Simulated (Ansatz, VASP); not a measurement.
**Two plane-wave programs on Pt**

```
Pt
1.0
    -1.60798    1.60798    1.58422
     1.60798   -1.60798    1.58422
     1.60798    1.60798   -1.58422
Pt
1
Direct
  0.00000 0.00000 0.00000
```

Change from the starting cell: strain +0.015 along x and y, +0.000 along z, atoms carried along.

Alike in both runs: task single point; functional LDA; k mesh 22 × 22 × 22; occupations gaussian, width 0.15 eV; no spin polarisation.

```csv
,VASP,Ansatz
version,VASP 6.6.1,Ansatz 0.2.0
potentials or method,"VASP PAW LDA potentials, release 64 (Pt), cutoff 520 eV","scalar-relativistic, plane waves, PAW"
valence electrons in the cell,10,18
```

```tsv
	VASP	Ansatz	Ansatz less VASP
gap on the k mesh at the Fermi level (eV)	none	none	-
pressure (GPa)	-21.0	-21.5	-0.52
traceless stress, the component that is largest in VASP (GPa)	-0.93	-0.94	-0.014
```

LDA's correlation is that of Perdew and Zunger in VASP and of Perdew and Wang (1992) in Ansatz. A gap of «none» marks a metal or a gap that the smearing closes. VASP's potentials hold 10 valence electrons a cell and Ansatz's 18, so a difference there can come from the potentials and not from the codes.

Spin-orbit coupling is off throughout.
